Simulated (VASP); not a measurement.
Re:

```
Re
1.0
    -1.54368    1.54368    1.54368
     1.54368   -1.54368    1.54368
     1.54368    1.54368   -1.54368
Re
1
Cartesian
  0.0000 0.0000 0.0000
```

| Quantity | Value |
| --- | --- |
| Program | VASP 6.6.1 |
| Task | relaxation of cell and atoms |
| Functional | LDA |
| Potentials or basis | VASP PAW LDA potentials, release 64 (Re) |
| Cutoff | 600 eV |
| k mesh | 14 × 14 × 14 |
| Occupations | fermi-dirac, width 0.1 eV |
| Spin | no spin polarisation |

At the start: pressure -5.2 GPa; volume 14.71 Å³/atom.

Problem. How do energy, volume and symmetry change on relaxing?

Solution. Over 4 steps the energy falls by 3.2 meV/atom and the volume is 14.52 Å³/atom (-1.3 %); space group Im-3m (No. 229, to 0.05 Å).

The path:
```csv
step,energy change (eV),largest force (eV/Å),pressure (GPa),volume (Å³)
1,0.0000,0.0000,-5.21,14.71
2,0.0579,0.0000,25.78,13.72
3,-0.0032,0.0000,-0.13,14.52
4,-0.0032,0.0000,-0.02,14.52
```

Final structure:
```
Re
1.0
    -1.53682    1.53682    1.53682
     1.53682   -1.53682    1.53682
     1.53682    1.53682   -1.53682
Re
1
Direct
  0.00000 0.00000 0.00000
```
